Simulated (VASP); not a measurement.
Wanted: the native input for a VASP 6.6.1 run.

```yaml
Task: relaxation of volume and atoms at fixed shape
Functional: LDA
Potentials_or_basis: VASP PAW LDA potentials, release 64 (Nb_sv, Ru_pv)
Cutoff: 600 eV
k_mesh: 10 × 10 × 3
Occupations: gaussian, width 0.05 eV
Spin: no spin polarisation
Dipole_correction: no
Further_INCAR_settings: ALGO = Normal; EDIFF = 1e-06; IBRION = 2; EDIFFG = -0.01; NSW = 60; ISIF = 8
```

The structure of NbRu3 lies in POSCAR:

```
NbRu3
1.0
    2.7750600000      0.0000000000      0.0000000000
   -1.3875300000      2.4032730000      0.0000000000
    0.0000000000      0.0000000000      9.0132670000
Nb Ru
1 3
Direct
    0.0000000000      0.0000000000      0.5000000000
    0.0000000000      0.0000000000      0.0000000000
    0.3333333333      0.6666666667      0.7649060000
    0.3333333333      0.6666666667      0.2350940000
```

One way to write it, as run:

INCAR

```
SYSTEM = NbRu3
PREC     = Accurate       ! precision mode
ENCUT    = 600            ! plane-wave cutoff, eV
EDIFF    = 1E-6           ! SCF threshold, eV
ISMEAR   = 0              ! smearing method
SIGMA    = 0.05           ! smearing width, eV
LREAL    = .False.        ! projectors in reciprocal space
LASPH    = .True.         ! aspherical terms in the spheres
NELM     = 80             ! most SCF steps
ALGO     = Normal         ! electronic algorithm
ISIF     = 8              ! what is computed and relaxed
LWAVE    = .False.        ! write WAVECAR
LCHARG   = .False.        ! write CHGCAR
GGA      = CA             ! functional
IBRION   = 2              ! ionic algorithm
NSW      = 60             ! ionic steps
EDIFFG   = -0.01          ! ionic threshold
```

KPOINTS

```
regular mesh
0
Gamma
  10 10 3
  0 0 0
```

Potentials or basis: VASP PAW LDA potentials, release 64 (Nb_sv, Ru_pv).

The run is started by

```console
$ cat potpaw_LDA.64/Nb_sv/POTCAR potpaw_LDA.64/Ru_pv/POTCAR > POTCAR
$ mpirun -np 1 vasp_std > vasp.out
```

Results of the run:

| Quantity | Value |
| --- | --- |
| Relaxed volume | 14.12 Å³/atom |
| Relaxed cell | a = 2.718 Å, b = 2.718 Å, c = 8.828 Å, α = 90.00°, β = 90.00°, γ = 120.00° |
| Space group after relaxing (to 0.05 Å) | P-6m2 (No. 187) |
| Energy gained by relaxing | 51.0 meV/atom |
| Ionic steps | 7 |
| Pressure after relaxing | 0.1 GPa |

Run time: 2.3 min on 1 thread of Intel(R) Xeon(R) 6975P-C (Granite Rapids) (shared host), peak memory 0.21 GiB.
